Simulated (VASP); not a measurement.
# Pb (Fm-3m) in VASP: a series of runs

The runs below take Pb through single point, with PBEsol.

Everything below comes from runs of VASP 6.6.1. Logs are shortened: lines on timing, memory, paths and dates and some standing lists are left out, and cuts for length are marked.

**1. The cell of the first run**

It takes space group Fm-3m (No. 225, cubic). Conventional cell: a = 4.728 Å, b = 4.728 Å, c = 4.728 Å, α = 90.00°, β = 90.00°, γ = 90.00°. Pb (site symmetry m-3m) has 12 Pb at 3.34 Å within 4.4 Å.

**2. Single point, PBEsol (volume scaled by 0.88)**

Input file INCAR:

```
ALGO     = Normal         # electronic algorithm
EDIFF    = 1E-7           # SCF threshold, eV
ENCUT    = 520            # plane-wave cutoff, eV
GGA      = PS             # functional
ISIF     = 2              # what is computed and relaxed
ISMEAR   = 0              # smearing method
LASPH    = True           # aspherical terms in the spheres
LCHARG   = False          # write CHGCAR
LREAL    = False          # projectors in reciprocal space
LWAVE    = False          # write WAVECAR
NBANDS   = 13             # bands
NELM     = 100            # most SCF steps
PREC     = Accurate       # precision mode
SIGMA    = 0.1            # smearing width, eV
```

Input file KPOINTS:

```
k-points
0
Gamma
  14 14 14
```

Input file POSCAR:

```
Pb
1.0
    0.0000000000      2.3639979026      2.3639979026
    2.3639979026      0.0000000000      2.3639979026
    2.3639979026      2.3639979026      0.0000000000
Pb
1
Direct
    0.0000000000      0.0000000000      0.0000000000
```

Potentials or basis: VASP PAW PBE potentials, release 64 (Pb_d).

Command:

```
$ cat potpaw_PBE.64/Pb_d/POTCAR > POTCAR
$ mpirun -np 1 vasp_std > vasp.out
```

OUTCAR:

```text
EDIFF = 1E-7
   ENCUT = 520
   GGA = PS
   ISIF = 2
   ISMEAR = 0
   LASPH = True
   LREAL = False
   NELM = 100
   PREC = Accurate

 ion  position               nearest neighbor table
   1  0.000  0.000  0.000-

  LATTYP: Found a face centered cubic cell.
 ALAT       =     4.7279958052

  Lattice vectors:

 A1 = (   0.0000000000,   2.3639979026,   2.3639979026)
 A2 = (   2.3639979026,   0.0000000000,   2.3639979026)
 A3 = (   2.3639979026,   2.3639979026,   0.0000000000)

Analysis of symmetry for initial positions (statically):
=====================================================================
 Subroutine PRICEL returns:
 Original cell was already a primitive cell.

 Routine SETGRP: Setting up the symmetry group for a
 face centered cubic supercell.

 Subroutine GETGRP returns: Found 48 space group operations
[... 9 lines left out ...]

 Routine SETGRP: Setting up the symmetry group for a
 face centered cubic supercell.

 Subroutine GETGRP returns: Found 48 space group operations
[... 11 lines left out ...]
                                     Primitive cell

  volume of cell :      26.4223

  direct lattice vectors                    reciprocal lattice vectors
     0.000000000  2.363997903  2.363997903    -0.211506110  0.211506110  0.211506110
     2.363997903  0.000000000  2.363997903     0.211506110 -0.211506110  0.211506110
     2.363997903  2.363997903  0.000000000     0.211506110  0.211506110 -0.211506110

  length of vectors
     3.343197895  3.343197895  3.343197895     0.366339328  0.366339328  0.366339328

  position of ions in fractional coordinates (direct lattice)
     0.000000000  0.000000000  0.000000000

  ion indices of the primitive-cell ions
   primitive index   ion index
                 1           1

----------------------------------------------------------------------------------------

 KPOINTS: k-points

Automatic generation of k-mesh.
 Grid dimensions read from file:
 generate k-points for:   14   14   14

 Generating k-lattice:

  Cartesian coordinates                     Fractional coordinates (reciprocal lattice)
    -0.015107579  0.015107579  0.015107579     0.071428571  0.000000000  0.000000000
     0.015107579 -0.015107579  0.015107579     0.000000000  0.071428571  0.000000000
     0.015107579  0.015107579 -0.015107579     0.000000000  0.000000000  0.071428571

  Length of vectors
     0.026167095  0.026167095  0.026167095

  Shift w.r.t. Gamma in fractional coordinates (k-lattice)
     0.000000000  0.000000000  0.000000000

 Subroutine IBZKPT returns following result:
 ===========================================

 Found    104 irreducible k-points:

 Following reciprocal coordinates:
            Coordinates               Weight
  0.000000  0.000000  0.000000      1.000000
  0.071429  0.000000  0.000000      8.000000
  0.142857  0.000000  0.000000      8.000000
  0.214286  0.000000  0.000000      8.000000
  0.285714  0.000000  0.000000      8.000000
  0.357143  0.000000  0.000000      8.000000
[... 16 lines left out ...]
  0.214286  0.142857  0.000000     24.000000
  0.285714  0.142857  0.000000     24.000000
 [... further k-points ...]
   k-points           NKPTS =    104   k-points in BZ     NKDIM =    104   number of bands    NBANDS=     13
   number of dos      NEDOS =    301   number of ions     NIONS =      1
   total plane-waves  NPLWV =  21952
   dimension x,y,z NGX =    28 NGY =   28 NGZ =   28
   dimension x,y,z NGXF=    56 NGYF=   56 NGZF=   56
   ions per type =               1
   NGX,Y,Z   is equivalent  to a cutoff of  13.92, 13.92, 13.92 a.u.
   NGXF,Y,Z  is equivalent  to a cutoff of  27.85, 27.85, 27.85 a.u.
 SYSTEM =  unknown system
   PREC   = accura    normal or accurate (medium, high low for compatibility)
   ISTART =      0    job   : 0-new  1-cont  2-samecut
   ICHARG =      2    charge: 1-file 2-atom 10-const
   ISPIN  =      1    spin polarized calculation?
   LNONCOLLINEAR =      F non collinear calculations
   LSORBIT =      F    spin-orbit coupling
   LASPH  =      T    aspherical Exc in radial PAW
   ENCUT  =  520.0 eV  38.22 Ry    6.18 a.u.   6.22  6.22  6.22*2*pi/ulx,y,z
   NELM   =    100;   NELMIN=  2; NELMDL= -5     # of ELM steps
   EDIFF  = 0.1E-06   stopping-criterion for ELM
   LREAL  =      F    real-space projection
   EDIFFG = 0.1E-05   stopping-criterion for IOM
   NSW    =      0    number of steps for IOM
   IBRION =     -1    ionic relax: 0-MD 1-quasi-New 2-CG
   NFREE  =      0    steps in history (QN), initial steepest desc. (CG)
   ISIF   =      2    stress and relaxation
   ISYM   =      2    0-nonsym 1-usesym 2-fastsym
   POTIM  = 0.5000    time-step for ionic-motion
   TEBEG  =    0.0;   TEEND  =   0.0 temperature during run
   PSTRESS=    0.0 pullay stress
   NELECT =      14.0000    total number of electrons
   NUPDOWN=      -1.0000    fix difference up-down
   EMIN   =  10.00;   EMAX   =-10.00  energy-range for DOS
   EFERMI =   0.00;   METHOD = LEGACY
   ISMEAR =     0;   SIGMA  =   0.10  broadening in eV -4-tet -1-fermi 0-gaus
   EFERMI_NEDOS =   21; number of points for ismear=-14 and -15
   IALGO  =     38    algorithm
   IMIX   =      4    mixing-type and parameters
     AMIX     =   0.40;   BMIX     =  1.00
     AMIX_MAG =   1.60;   BMIX_MAG =  1.00
  volume/ion in A,a.u.               =      26.42       178.31
  Fermi-wavevector in a.u.,A,eV,Ry     =   1.324729  2.503375 23.876963  1.754907
  Thomas-Fermi vector in A             =   2.454242
   LORBIT       =      0    0 simple, 1 ext, 2 COOP (PROOUT), +10 PAW based schemes
   GGA     = PS    functional components
   LHFCALC =     F    Hartree Fock is set to
   AEXX    =    0.0000 exact exchange contribution
   IVDW    =     0    specifies the selected vdW correction
   LEPSILON=     F    determine dielectric tensor
   LRPA    =     F    only Hartree local field effects (RPA)
 non-spin polarized calculation
 Gauss-broadening in eV      SIGMA  =   0.10
  energy-cutoff  :      520.00
  volume of cell :       26.42
 maximum number of plane-waves:       725
 NGX is ok and might be reduce to    28
   NGX = 13   NGY = 13   NGZ = 13

 number of electron      13.9999999 magnetization

 Free energy of the ion-electron system (eV)
  ---------------------------------------------------
  ext. energy  EPLUGINS =         0.00000000
  ---------------------------------------------------
  free energy    TOTEN  =        -3.91908441 eV

  energy without entropy =       -3.91650516  energy(sigma->0) =       -3.91779478

 E-fermi :   8.8408     XC(G=0): -11.0204

 val. band max:        8.7779321874   @ k =   0.3571   0.1429   0.0714
 cond. band min:       8.9100771221   @ k =  -0.4286   0.3571   0.1429
 fundamental gap:      0.1321449347
 Fermi energy:         8.8407788652

 k-point     1 :       0.0000    0.0000    0.0000
  band No.  band energies     occupation
      1      -8.3730      2.00000
      2      -8.3730      2.00000
      3      -8.3730      2.00000
      4      -8.1583      2.00000
      5      -8.1583      2.00000
      6      -4.0414      2.00000
      7      17.2828      0.00000
      8      17.2828      0.00000
      9      17.2828      0.00000
     10      18.5586      0.00000
     11      21.8366      0.00000
     12      22.3168      0.00000
     13      22.3168      0.00000

 k-point     2 :       0.0714    0.0000    0.0000
  band No.  band energies     occupation
      1      -8.3742      2.00000
      2      -8.3619      2.00000
      3      -8.3619      2.00000
      4      -8.1595      2.00000
      5      -8.1595      2.00000
      6      -3.9284      2.00000
      7      15.9219      0.00000
      8      17.1437      0.00000
      9      17.1437      0.00000
     10      18.4445      0.00000
     11      22.1582      0.00000
     12      22.5547      0.00000
     13      22.5547      0.00000

 k-point     3 :       0.1429    0.0000    0.0000
  band No.  band energies     occupation
      1      -8.3794      2.00000
      2      -8.3367      2.00000
      3      -8.3367      2.00000
      4      -8.1565      2.00000
      5      -8.1565      2.00000
      6      -3.5870      2.00000
      7      13.4664      0.00000
      8      16.7872      0.00000
      9      16.7872      0.00000
     10      18.3450      0.00000
     11      22.2184      0.00000
     12      23.1055      0.00000
     13      23.1061      0.00000

 k-point     4 :       0.2143    0.0000    0.0000
  band No.  band energies     occupation
      1      -8.3915      2.00000
      2      -8.3198      2.00000
      3      -8.3198      2.00000
      4      -8.1318      2.00000
      5      -8.1318      2.00000
      6      -3.0137      2.00000
      7      10.9472      0.00000
      8      16.3278      0.00000
      9      16.3278      0.00000
     10      18.2553      0.00000
     11      21.3933      0.00000
     12      22.3295      0.00000
     13      22.3295      0.00000

 k-point     5 :       0.2857    0.0000    0.0000
  band No.  band energies     occupation
      1      -8.4100      2.00000
      2      -8.3244      2.00000
      3      -8.3244      2.00000
      4      -8.0797      2.00000
      5      -8.0797      2.00000
      6      -2.2132      2.00000
      7       8.5687      1.99988
      8      15.8633      0.00000
      9      15.8633      0.00000
     10      18.1754      0.00000
     11      20.5899      0.00000
     12      21.6689      0.00000
     13      21.6689      0.00000
[... 257 lines left out ...]
 k-point    22 :       0.1429    0.1429    0.0000
  band No.  band energies     occupation
      1      -8.4221      2.00000
      2      -8.2914      2.00000
      3      -8.2914      2.00000
      4      -8.2128      2.00000
      5      -8.1241      2.00000
      6      -3.4367      2.00000
      7      14.8229      0.00000
      8      15.2263      0.00000
      9      15.2263      0.00000
     10      17.6039      0.00000
     11      19.7792      0.00000
     12      24.2764      0.00000
     13      24.4458      0.00000

 k-point    23 :       0.2143    0.1429    0.0000
  band No.  band energies     occupation
      1      -8.4381      2.00000
      2      -8.2681      2.00000
      3      -8.2568      2.00000
      4      -8.2237      2.00000
      5      -8.1010      2.00000
      6      -3.0177      2.00000
      7      12.7067      0.00000
      8      14.5749      0.00000
      9      15.0969      0.00000
     10      17.7819      0.00000
     11      18.8011      0.00000
     12      24.0989      0.00000
     13      24.7305      0.00000

 k-point    24 :       0.2857    0.1429    0.0000
  band No.  band energies     occupation
      1      -8.4425      2.00000
      2      -8.2894      2.00000
      3      -8.2448      2.00000
      4      -8.1872      2.00000
      5      -8.0566      2.00000
      6      -2.3695      2.00000
      7      10.3424      0.00000
      8      14.0889      0.00000
      9      14.5522      0.00000
     10      17.5211      0.00000
     11      19.4277      0.00000
     12      23.8243      0.00000
     13      24.0659      0.00000

 [... further k-points ...]
[... 5 lines left out ...]
  --------------------------------------------------------------------------------------
  -------------------------------------------------------------------------------------
  Total        1.3815373      1.3815373      1.3815373      0.0000000     -0.0000000     -0.0000000
  in kB       83.7725880     83.7725880     83.7725880      0.0000000     -0.0000000     -0.0000000
  external PRESSURE =      83.7725880 kB  Pullay stress =       0.0000000 kB

 VOLUME and BASIS-vectors are now :
 -----------------------------------------------------------------------------
  energy-cutoff  :      520.00
  volume of cell :       26.42
      direct lattice vectors                 reciprocal lattice vectors
     0.000000000  2.363997903  2.363997903    -0.211506110  0.211506110  0.211506110
     2.363997903  0.000000000  2.363997903     0.211506110 -0.211506110  0.211506110
     2.363997903  2.363997903  0.000000000     0.211506110  0.211506110 -0.211506110

 POSITION                                       TOTAL-FORCE (eV/Angst)
 -----------------------------------------------------------------------------------
      0.00000      0.00000      0.00000        -0.000000      0.000000     -0.000000
 -----------------------------------------------------------------------------------
    total drift:                               -0.000000     -0.000000     -0.000000

  FREE ENERGIE OF THE ION-ELECTRON SYSTEM (eV)
  ---------------------------------------------------
  free  energy   TOTEN  =        -3.9190844125 eV

  energy  without entropy=       -3.9165051560  energy(sigma->0) =       -3.91779478
```

Run time: 29 s. Hardware: 1 thread of Intel Xeon Platinum 8488C (Sapphire Rapids), shared host; peak memory 0.18 GiB.

What came out:

* Free energy: -3.9191 eV
* Pressure: 8.4 GPa
* Band gap on the k mesh: zero (band 7 reaches 17.28 eV, above the bottom of band 8 at 6.90 eV)

Caveat: the PAW data sets were made with another functional, which shifts forces and pressure a little; spin-orbit coupling is left out, which moves the levels of the heavy elements.

**3. Single point, PBEsol (volume scaled by 0.91)**

Input file INCAR:

```
  PREC = Accurate
  ENCUT = 520
  EDIFF = 1E-6
  ISMEAR = 0
  SIGMA = 0.1
  LREAL = False
  LASPH = True
  NELM = 100
  ALGO = Fast
  ISIF = 2
  LWAVE = False
  LCHARG = False
  GGA = PS
  NBANDS = 13
```

Input file KPOINTS:

```
regular mesh
0
Gamma
  14 14 14
```

Input file POSCAR:

```
Pb
1.0
    0.0000000000      2.3905619002      2.3905619002
    2.3905619002      0.0000000000      2.3905619002
    2.3905619002      2.3905619002      0.0000000000
Pb
1
Direct
    0.0000000000      0.0000000000      0.0000000000
```

Potentials or basis: VASP PAW PBE potentials, release 64 (Pb_d).

Command:

```
$ cat potpaw_PBE.64/Pb_d/POTCAR > POTCAR
$ mpirun -np 1 vasp_std > vasp.out
```

OUTCAR:

```text
PREC = Accurate
   ENCUT = 520
   EDIFF = 1E-6
   ISMEAR = 0
   LREAL = False
   LASPH = True
   NELM = 100
   ISIF = 2
   GGA = PS

 ion  position               nearest neighbor table
   1  0.000  0.000  0.000-

  LATTYP: Found a face centered cubic cell.
 ALAT       =     4.7811238004

  Lattice vectors:

 A1 = (   0.0000000000,   2.3905619002,   2.3905619002)
 A2 = (   2.3905619002,   0.0000000000,   2.3905619002)
 A3 = (   2.3905619002,   2.3905619002,   0.0000000000)

Analysis of symmetry for initial positions (statically):
=====================================================================
 Subroutine PRICEL returns:
 Original cell was already a primitive cell.

 Routine SETGRP: Setting up the symmetry group for a
 face centered cubic supercell.

 Subroutine GETGRP returns: Found 48 space group operations
[... 9 lines left out ...]

 Routine SETGRP: Setting up the symmetry group for a
 face centered cubic supercell.

 Subroutine GETGRP returns: Found 48 space group operations
[... 11 lines left out ...]
                                     Primitive cell

  volume of cell :      27.3231

  direct lattice vectors                    reciprocal lattice vectors
     0.000000000  2.390561900  2.390561900    -0.209155847  0.209155847  0.209155847
     2.390561900  0.000000000  2.390561900     0.209155847 -0.209155847  0.209155847
     2.390561900  2.390561900  0.000000000     0.209155847  0.209155847 -0.209155847

  length of vectors
     3.380765061  3.380765061  3.380765061     0.362268554  0.362268554  0.362268554

  position of ions in fractional coordinates (direct lattice)
     0.000000000  0.000000000  0.000000000

  ion indices of the primitive-cell ions
   primitive index   ion index
                 1           1

----------------------------------------------------------------------------------------

[... 88 lines left out ...]
     AMIX     =   0.40;   BMIX     =  1.00
     AMIX_MAG =   1.60;   BMIX_MAG =  1.00
  volume/ion in A,a.u.               =      27.32       184.39
  Fermi-wavevector in a.u.,A,eV,Ry     =   1.310009  2.475558 23.349269  1.716123
  Thomas-Fermi vector in A             =   2.440568
   LORBIT       =      0    0 simple, 1 ext, 2 COOP (PROOUT), +10 PAW based schemes
   GGA     = PS    functional components
   LHFCALC =     F    Hartree Fock is set to
   AEXX    =    0.0000 exact exchange contribution
   IVDW    =     0    specifies the selected vdW correction
   LEPSILON=     F    determine dielectric tensor
   LRPA    =     F    only Hartree local field effects (RPA)
 non-spin polarized calculation
 RMM-DIIS sequential band-by-band and
 Gauss-broadening in eV      SIGMA  =   0.10
  energy-cutoff  :      520.00
  volume of cell :       27.32
 maximum number of plane-waves:       754
 NGX is ok and might be reduce to    28
   NGX = 13   NGY = 13   NGZ = 13

 number of electron      14.0000002 magnetization

 Free energy of the ion-electron system (eV)
  ---------------------------------------------------
  ext. energy  EPLUGINS =         0.00000000
  ---------------------------------------------------
  free energy    TOTEN  =        -3.95893864 eV

  energy without entropy =       -3.95680672  energy(sigma->0) =       -3.95787268

 E-fermi :   8.4009     XC(G=0): -10.8517

 val. band max:        8.3481224959   @ k =  -0.2857   0.2857   0.0714
 cond. band min:       8.4893354712   @ k =  -0.4286   0.3571   0.1429
 fundamental gap:      0.1412129753
 Fermi energy:         8.4008518327

 k-point     1 :       0.0000    0.0000    0.0000
  band No.  band energies     occupation
      1      -8.7555      2.00000
      2      -8.7555      2.00000
      3      -8.7555      2.00000
      4      -8.5611      2.00000
      5      -8.5611      2.00000
      6      -4.1988      2.00000
      7      16.5818      0.00000
      8      16.5818      0.00000
      9      16.5818      0.00000
     10      18.1334      0.00000
     11      20.9840      0.00000
     12      21.6160      0.00000
     13      21.6160      0.00000
[... 354 lines left out ...]
  band No.  band energies     occupation
      1      -8.8170      2.00000
      2      -8.6788      2.00000
      3      -8.6387      2.00000
      4      -8.5850      2.00000
      5      -8.4681      2.00000
      6      -2.5870      2.00000
      7       9.8286      0.00000
      8      13.5107      0.00000
      9      13.9139      0.00000
     10      17.0172      0.00000
     11      18.8434      0.00000
     12      23.1336      0.00000
     13      23.3855      0.00000

 [... further k-points ...]
[... 5 lines left out ...]
  --------------------------------------------------------------------------------------
  -------------------------------------------------------------------------------------
  Total        0.9792918      0.9792918      0.9792918      0.0000000     -0.0000000      0.0000000
  in kB       57.4239034     57.4239034     57.4239034      0.0000000     -0.0000000      0.0000000
  external PRESSURE =      57.4239034 kB  Pullay stress =       0.0000000 kB

 VOLUME and BASIS-vectors are now :
 -----------------------------------------------------------------------------
  energy-cutoff  :      520.00
  volume of cell :       27.32
      direct lattice vectors                 reciprocal lattice vectors
     0.000000000  2.390561900  2.390561900    -0.209155847  0.209155847  0.209155847
     2.390561900  0.000000000  2.390561900     0.209155847 -0.209155847  0.209155847
     2.390561900  2.390561900  0.000000000     0.209155847  0.209155847 -0.209155847

 POSITION                                       TOTAL-FORCE (eV/Angst)
 -----------------------------------------------------------------------------------
      0.00000      0.00000      0.00000         0.000000      0.000000      0.000000
 -----------------------------------------------------------------------------------
    total drift:                               -0.000000     -0.000000     -0.000000

  FREE ENERGIE OF THE ION-ELECTRON SYSTEM (eV)
  ---------------------------------------------------
  free  energy   TOTEN  =        -3.9589386434 eV

  energy  without entropy=       -3.9568067194  energy(sigma->0) =       -3.95787268
```

Run time: 40 s. Hardware: 1 thread of Intel Xeon Platinum 8488C (Sapphire Rapids), shared host; peak memory 0.17 GiB.

Results:

```
Free energy            : -3.9589 eV
Pressure               : 5.7 GPa
Band gap on the k mesh : zero (band 7 reaches 16.58 eV, above the bottom of band 8 at 6.54 eV)
```

Caveat: the PAW data sets were made with another functional, which shifts forces and pressure a little; spin-orbit coupling is left out, which moves the levels of the heavy elements.

[end of part 1 of 2]
